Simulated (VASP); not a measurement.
Here is a VASP 6.6.1 calculation.

File POSCAR:

```
TiSi3O8
1.0
    2.8858651047      0.0000000000      0.0000000000
    0.0000000000      6.2618393656      0.0000000000
    0.0000000000      0.0000000000      6.8695761420
Ti Si O
1 3 8
Direct
    0.0000000000      0.0000000000     -0.0710960430
    0.5000000000      0.2483026774      0.5387292351
    0.0000000000      0.5000000000     -0.0144922472
    0.5000000000      0.7516973226      0.5387292351
    0.5000000000      0.0000000000      0.6681796516
    0.5000000000      0.0000000000      0.0845401656
    0.0000000000      0.2187731501      0.4279869093
    0.0000000000      0.2871967400      0.8500570385
    0.5000000000      0.5000000000      0.5946252778
    0.5000000000      0.5000000000      0.1046968294
    0.0000000000      0.7812268499      0.4279869093
    0.0000000000      0.7128032600      0.8500570385
```

Contents of INCAR.step1:

```
SYSTEM = TiSi3O8
ALGO = Normal
EDIFF = 1E-4
ENCUT = 520
GGA = PE
ISMEAR = 0
LASPH = .True.
LCHARG = .False.
LREAL = .False.
LWAVE = .True.
NBANDS = 48
NELM = 80
PREC = Accurate
SIGMA = 0.01
```

The input INCAR.step2:

```
SYSTEM = TiSi3O8
ALGO = Normal
EDIFF = 1E-6
ENCUT = 520
ISIF = 2
ISMEAR = 0
ISTART = 1
LASPH = .True.
LCHARG = .True.
LELF = .True.
LMIXTAU = .True.
LREAL = .False.
LVHAR = .True.
LWAVE = .False.
METAGGA = R2SCAN
NBANDS = 48
NELM = 80
PREC = Accurate
SIGMA = 0.01
```

The input KPOINTS:

```
k-points
0
Gamma
  8 4 4
  0 0 0
```

Potentials or basis: VASP PAW PBE potentials, release 64 (Ti_sv, Si, O).

Command:

```sh
$ cat potpaw_PBE.64/Ti_sv/POTCAR potpaw_PBE.64/Si/POTCAR potpaw_PBE.64/O/POTCAR > POTCAR
$ cp INCAR.step1 INCAR
$ mpirun -np 1 vasp_std > vasp.out
$ cp INCAR.step2 INCAR
$ mpirun -np 1 vasp_std > vasp.out
```

What does it give for the pressure?

0.6 GPa.

Estimate the largest force.

0.183 eV/Å.

Predict the band gap on the k mesh.

3.77 eV.

Stress tensor (GPa, compression positive):
```
0.95 0.00 0.00
0.00 0.72 0.00
0.00 0.00 0.14
```

Caveat: the PAW data sets were made with another functional, which shifts forces and pressure a little. A k mesh can miss the band edges.
